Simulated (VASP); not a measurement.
Here is a VASP 6.6.1 calculation.

File INCAR:

```
ALGO = Normal ; EDIFF = 1E-6
ENCUT = 600 ; GGA = CA
GGA_COMPAT = F ; ISIF = 2
ISMEAR = 1 ; LASPH = T
LCHARG = F ; LREAL = F
LWAVE = F ; NBANDS = 32
NELM = 120 ; PREC = Accurate
SIGMA = 0.1
```

The input KPOINTS:

```
k-points
0
Gamma
  5 5 5
```

File POSCAR:

```
InPt3C
1.0
    4.2585860000      0.0000000000      0.0000000000
    0.0000000000      4.2585860000      0.0000000000
    0.0000000000      0.0000000000      4.2585860000
In Pt C
1 3 1
Direct
    0.0000000000      0.0000000000      0.0000000000
    0.5000000000      0.0000000000      0.5000000000
    0.5000000000      0.5000000000      0.0000000000
    0.0000000000      0.5000000000      0.5000000000
    0.5000000000      0.5000000000      0.5000000000
```

Potentials or basis: VASP PAW LDA potentials, release 64 (In_d, Pt, C).

Launch:

```sh
$ cat potpaw_LDA.64/In_d/POTCAR potpaw_LDA.64/Pt/POTCAR potpaw_LDA.64/C/POTCAR > POTCAR
$ mpirun -np 1 vasp_std > vasp.out
```

(1) Estimate the pressure.

(2) Predict the band gap on the k mesh.

Results:

(1) -12.1 GPa.

(2) zero (an odd number of electrons rules out a gap without spin polarisation).

Caveat: the cell stands under tension; spin-orbit coupling is left out, which moves the levels of the heavy elements.
